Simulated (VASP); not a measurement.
# Se (R-3m) in VASP: relaxation of cell and atoms with LDA

Aim: the relaxation of cell and atoms of Se with LDA.

Program: VASP 6.6.1. These are calculated values, not measurements. Logs are shortened: lines on timing, memory, paths and dates and some standing lists are left out, and cuts for length are marked.

### 1 The cell of the first run

It takes space group R-3m (No. 166, trigonal). Conventional cell: a = 3.138 Å, b = 3.138 Å, c = 8.316 Å, α = 90.00°, β = 90.00°, γ = 120.00°. Se (site symmetry 3m) has 6 Se at 2.11 to 2.47 Å within 2.8 Å.

### 2 Relaxation of cell and atoms, LDA, target pressure 140 GPa, at which the enthalpy is minimised

INCAR reads:

```
SYSTEM = Se
PREC = Accurate
ENCUT = 600
EDIFF = 1E-6
ISMEAR = -1
SIGMA = 0.1
LREAL = .False.
LASPH = .True.
NELM = 100
ALGO = Normal
ISIF = 3
LWAVE = .False.
LCHARG = .False.
GGA = CA
IBRION = 2
NSW = 60
EDIFFG = -0.005
PSTRESS = 1400.0
```

KPOINTS reads:

```
Automatic mesh
0
Gamma
  14 14 14
  0 0 0
```

POSCAR reads:

```
Se
1.0
    1.5690593946     -0.9058968638      2.7720049304
    0.0000000000      1.8117937276      2.7720049304
   -1.5690593946     -0.9058968638      2.7720049304
Se
2
Direct
    0.2320000000      0.2320000000      0.2320000000
   -0.2320000000     -0.2320000000     -0.2320000000
```

Potentials or basis: VASP PAW LDA potentials, release 64 (Se).

Run with:

```console
cat potpaw_LDA.64/Se/POTCAR > POTCAR
mpirun -np 1 vasp_std > vasp.out
```

OUTCAR:

```text
SYSTEM = Se
   PREC = Accurate
   ENCUT = 600
   EDIFF = 1E-6
   ISMEAR = -1
   LREAL = .False.
   LASPH = .True.
   NELM = 100
   ISIF = 3
   GGA = CA
   IBRION = 2
   NSW = 60
   EDIFFG = -0.005
   PSTRESS = 1400.0

 ion  position               nearest neighbor table
   1  0.232  0.232  0.232-   2 2.11   2 2.11   2 2.11   2 2.47   2 2.47   2 2.47
   2  0.768  0.768  0.768-   1 2.11   1 2.11   1 2.11   1 2.47   1 2.47   1 2.47

  LATTYP: Found a trigonal (rhomboedric) cell.
 ALAT       =     3.3115869074
 COS(alpha) =     0.5510102270

  Lattice vectors:

 A1 = (   1.5690593946,  -0.9058968638,   2.7720049304)
 A2 = (   0.0000000000,   1.8117937276,   2.7720049304)
 A3 = (  -1.5690593946,  -0.9058968638,   2.7720049304)

Analysis of symmetry for initial positions (statically):
=====================================================================
 Subroutine PRICEL returns:
 Original cell was already a primitive cell.

 Routine SETGRP: Setting up the symmetry group for a
 trigonal (rhombohedral) supercell.

 Subroutine GETGRP returns: Found 12 space group operations
 (whereof 12 operations were pure point group operations)
 out of a pool of 12 trial point group operations.

The static configuration has the point symmetry D_3d.

Analysis of symmetry for dynamics (positions and initial velocities):
=====================================================================
 Subroutine PRICEL returns:
 Original cell was already a primitive cell.

 Routine SETGRP: Setting up the symmetry group for a
 trigonal (rhombohedral) supercell.

 Subroutine GETGRP returns: Found 12 space group operations
 (whereof 12 operations were pure point group operations)
 out of a pool of 12 trial point group operations.

The dynamic configuration has the point symmetry D_3d.

 Subroutine INISYM returns: Found 12 space group operations
 (whereof 12 operations are pure point group operations),
 and found     1 'primitive' translations

----------------------------------------------------------------------------------------

                                     Primitive cell

  volume of cell :      23.6409

  direct lattice vectors                    reciprocal lattice vectors
     1.569059395 -0.905896864  2.772004930     0.318662252 -0.183979737  0.120249906
     0.000000000  1.811793728  2.772004930     0.000000000  0.367959474  0.120249906
    -1.569059395 -0.905896864  2.772004930    -0.318662252 -0.183979737  0.120249906

  length of vectors
     3.311586907  3.311586907  3.311586907     0.387110080  0.387110080  0.387110080

  position of ions in fractional coordinates (direct lattice)
     0.232000000  0.232000000  0.232000000
[... 99 lines left out ...]
  volume/ion in A,a.u.               =      11.82        79.77
  Fermi-wavevector in a.u.,A,eV,Ry     =   1.305913  2.467817 23.203481  1.705408
  Thomas-Fermi vector in A             =   2.436750
   LORBIT       =      0    0 simple, 1 ext, 2 COOP (PROOUT), +10 PAW based schemes
   GGA     = CA    functional components
   LHFCALC =     F    Hartree Fock is set to
   AEXX    =    0.0000 exact exchange contribution
   IVDW    =     0    specifies the selected vdW correction
   LEPSILON=     F    determine dielectric tensor
   LRPA    =     F    only Hartree local field effects (RPA)
 conjugate gradient relaxation of ions
 non-spin polarized calculation
  energy-cutoff  :      600.00
  volume of cell :       23.64
 maximum number of plane-waves:       804
   NGX = 13   NGY = 13   NGZ = 13

--------------------------------------- Ionic step        1  -------------------------------------------

 number of electron      12.0000000 magnetization

 Free energy of the ion-electron system (eV)
  ---------------------------------------------------
  ext. energy  EPLUGINS =         0.00000000
  ---------------------------------------------------
  free energy    TOTEN  =        -0.86868577 eV

  energy without entropy =       -0.83822956  energy(sigma->0) =       -0.85345767

------------------------ aborting loop because EDIFF is reached ----------------------------------------

  FORCE on cell =-STRESS in cart. coord.  units (eV):
  Direction    XX          YY          ZZ          XY          YZ          ZX
  --------------------------------------------------------------------------------------
  -------------------------------------------------------------------------------------
  Total       26.2237528     26.2237528     23.0432388     -0.0000000      0.0000000      0.0000000
  in kB     1777.2234533   1777.2234531   1561.6752054     -0.0000000      0.0000000      0.0000000
  external PRESSURE =     305.3740372 kB  Pullay stress =    1400.0000000 kB
[... 25 lines left out ...]
--------------------------------------- Ionic step        2  -------------------------------------------

 number of electron      12.0000000 magnetization

 E-fermi :   9.6282     XC(G=0): -11.6431

 val. band max:        9.6266176705   @ k =  -0.2857   0.0714   0.0000
 cond. band min:       9.6336731548   @ k =   0.2143   0.2143   0.0714
 fundamental gap:      0.0070554842
 Fermi energy:         9.6282436785

 k-point     1 :       0.0000    0.0000    0.0000
  band No.  band energies     occupation
      1     -10.7478      2.00000
      2       1.5139      2.00000
      3       3.8044      2.00000
      4       3.8044      2.00000
      5       5.8416      2.00000
      6       8.8028      1.99948
      7      10.5716      0.00016
      8      10.5716      0.00016
      9      15.0423      0.00000
     10      15.0423      0.00000
[... 370 lines left out ...]
  energy  without entropy=       -4.0092505065  energy(sigma->0) =       -4.02267997

  enthalpy is  TOTEN    =        18.5273047829 eV   P V=       22.5634142135

[... ionic steps 4 to 40 ...]

--------------------------------------- Ionic step       41  -------------------------------------------

 number of electron      12.0000003 magnetization

------------------------ aborting loop because EDIFF is reached ----------------------------------------
[... 71 lines left out ...]
--------------------------------------- Ionic step       43  -------------------------------------------

 number of electron      12.0000003 magnetization

 Free energy of the ion-electron system (eV)
  ---------------------------------------------------
  ext. energy  EPLUGINS =         0.00000000
  ---------------------------------------------------
  free energy    TOTEN  =        -2.99469679 eV

  energy without entropy =       -2.96776119  energy(sigma->0) =       -2.98122899

 E-fermi :  14.7954     XC(G=0): -13.5193

 val. band max:       14.7931652410   @ k =  -0.3571   0.5000   0.2857
 cond. band min:      14.7990929834   @ k =   0.4286   0.3571   0.3571
 fundamental gap:      0.0059277425
 Fermi energy:        14.7953668811

 k-point     1 :       0.0000    0.0000    0.0000
  band No.  band energies     occupation
      1      -8.4184      2.00000
      2      -0.7706      2.00000
      3       2.0005      2.00000
      4      19.0893      0.00000
      5      19.0893      0.00000
      6      22.1217      0.00000
      7      22.1217      0.00000
      8      22.3487      0.00000
      9      26.6162      0.00000
     10      26.9087      0.00000
[... 332 lines left out ...]
  energy  without entropy=       -2.9677611871  energy(sigma->0) =       -2.98122899

  enthalpy is  TOTEN    =        16.8298312809 eV   P V=       19.8245280726

 reached required accuracy - stopping structural energy minimisation
```

OSZICAR:

```text
N       E                     dE             d eps       ncg     rms          rms(c)
DAV:   1     0.617851238943E+02    0.61785E+02   -0.67046E+03  5784   0.124E+03
DAV:   2     0.123037180737E+01   -0.60555E+02   -0.58434E+02  8062   0.188E+02
DAV:   3    -0.105096046957E+01   -0.22813E+01   -0.22184E+01  7270   0.390E+01
DAV:   4    -0.106794699457E+01   -0.16987E-01   -0.16911E-01  7108   0.282E+00
[... 323 lines left out ...]
DAV:   1    -0.299373847152E+01    0.49404E-03   -0.18147E-06  3270   0.101E-02    0.110E-03
DAV:   2    -0.299373846592E+01    0.56041E-08   -0.11074E-07  2916   0.309E-03
  42 F= 0.16829833E+02 E0= 0.16843306E+02  d E =-.987645E-04
       N       E                     dE             d eps       ncg     rms          rms(c)
DAV:   1    -0.299469675605E+01   -0.95828E-03   -0.21481E-05  6154   0.339E-02    0.304E-03
DAV:   2    -0.299469679176E+01   -0.35713E-07   -0.10367E-06  3322   0.877E-03
  43 F= 0.16829831E+02 E0= 0.16843299E+02  d E =-.144631E-05
```

It took 40 min on 1 thread of Oxide Virtual Turin-like, shared host; peak memory 0.21 GiB.

Results:

| Quantity | Value |
| --- | --- |
| Free energy | -2.9947 eV |
| Relaxed volume | 11.34 Å³/atom |
| Relaxed cell | a = 4.352 Å, b = 4.352 Å, c = 4.352 Å, α = 33.76°, β = 33.76°, γ = 33.76° |
| Space group after relaxing (to 0.1 Å) | Fm-3m (No. 225) |
| Energy change on relaxing (the run minimises the enthalpy) | -1063.0 meV/atom |
| Ionic steps | 43 |
| Pressure after relaxing | 140.0 GPa |
| Largest force after relaxing | 0.004 eV/Å |
| Band gap on the k mesh | zero (bands 6 and 7 overlap by 11.99 eV) |

Forces in eV/Å, atoms in the order of the input:
```
Se   0.000  0.000  0.004
Se   0.000  0.000 -0.004
```

Step by step:
| step | energy change (eV) | largest force (eV/Å) | pressure (GPa) | volume (Å³) |
| --- | --- | --- | --- | --- |
| 1 | 0.0000 | 8.3346 | 170.54 | 23.64 |
| 3 | -3.1674 | 1.3247 | 116.68 | 25.82 |
| 5 | 1.7903 | 6.3261 | 228.94 | 21.41 |
| 7 | -2.1549 | 0.0348 | 140.81 | 24.50 |
| 9 | -2.3142 | 1.3179 | 141.91 | 24.12 |
| 11 | 7.2709 | 7.3736 | 391.17 | 18.04 |
| 13 | 0.7435 | 5.3620 | 218.82 | 20.49 |
| 15 | 0.0455 | 4.6379 | 200.04 | 20.96 |
| 17 | -0.6344 | 3.7583 | 181.73 | 21.51 |
| 19 | -0.7567 | 3.9766 | 177.44 | 21.60 |
| 21 | -0.8237 | 3.9749 | 174.75 | 21.68 |
| 23 | -0.8547 | 3.8617 | 174.36 | 21.69 |
| 25 | -1.3371 | 3.1515 | 161.12 | 22.08 |
| 27 | -2.8677 | 0.9823 | 118.35 | 23.68 |
| 29 | -2.4340 | 1.3534 | 130.76 | 23.13 |
| 31 | -1.8879 | 0.1967 | 147.00 | 22.44 |
| 33 | -2.0758 | 0.0610 | 141.51 | 22.64 |
| 35 | -2.1706 | 0.1792 | 138.75 | 22.74 |
| 37 | -2.1238 | 0.1140 | 140.07 | 22.69 |
| 39 | -2.1196 | 0.0001 | 140.18 | 22.68 |
| 41 | -2.1255 | 0.0080 | 140.03 | 22.69 |
| 43 | -2.1260 | 0.0039 | 140.00 | 22.69 |

Final structure:
```xyz
2
Lattice="1.2638 -0.7297 4.1004 0.0000 1.4593 4.1004 -1.2638 -0.7297 4.1004" Properties=species:S:1:pos:R:3 pbc="T T T"
Se    0.0000    0.0000    3.0752
Se    0.0000    0.0000    9.2259
```

Levels at points of the mesh, in eV from the Fermi level:
```csv
k point,band 2,band 3,band 4,band 5,band 6,band 7,band 8,band 9,band 10
"(0.00, 0.00, 0.00)",-15.57,-12.79,4.29,4.29,7.33,7.33,7.55,11.82,12.11
"(0.50, 0.00, 0.00)",-15.43,-8.96,-8.96,-3.39,-3.39,0.52,0.53,6.15,6.15
"(0.50, 0.50, 0.00)",-12.82,-12.24,-11.12,-1.60,-1.41,3.84,4.33,4.43,4.50
"(0.50, 0.50, 0.50)",-21.01,-3.16,-3.16,5.30,5.30,5.30,5.30,11.93,11.93
```

Caveat: the cell is relaxed towards a set pressure, so the run minimises the enthalpy, not the energy; a cell axis changed by over 15 % at a fixed basis, so the end point is rough.
